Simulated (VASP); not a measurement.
A run of VASP 6.6.1 is set up as follows.

The input INCAR:

```
SYSTEM = MoS2
PREC = Accurate
ENCUT = 600
EDIFF = 1E-6
ISMEAR = -1
SIGMA = 0.05
LREAL = .False.
LASPH = .True.
NELM = 100
ALGO = Normal
ISIF = 3
LWAVE = .False.
LCHARG = .False.
GGA = PS
IVDW = 13
IBRION = 2
NSW = 60
EDIFFG = -0.01
```

Contents of KPOINTS:

```
Automatic mesh
0
Gamma
  10 10 10
  0 0 0
```

POSCAR

```
MoS2
1.0
    1.5855000000      0.9153888518      6.1149966667
   -1.5855000000      0.9153888518      6.1149966667
    0.0000000000     -1.8307777036      6.1149966667
Mo S
1 2
Direct
    0.0000000000      0.0000000000      0.0000000000
    0.2500000000      0.2500000000      0.2500000000
    0.7500000000      0.7500000000      0.7500000000
```

Potentials or basis: VASP PAW PBE potentials, release 64 (Mo_sv, S).

Run with:

```bash
$ cat potpaw_PBE.64/Mo_sv/POTCAR potpaw_PBE.64/S/POTCAR > POTCAR
$ mpirun -np 1 vasp_std > vasp.out
```

Q: What does it give for the dispersion energy per atom?

A: -0.267 eV.

Q: What does it give for the relaxed volume?

A: 16.33 Å³/atom.

Forces on the atoms (eV/Å):
```
Mo   0.000  0.000  0.000
S    0.000  0.000  0.008
S    0.000  0.000 -0.008
```

Caveat: the PAW data sets were made with another functional, which shifts forces and pressure a little.
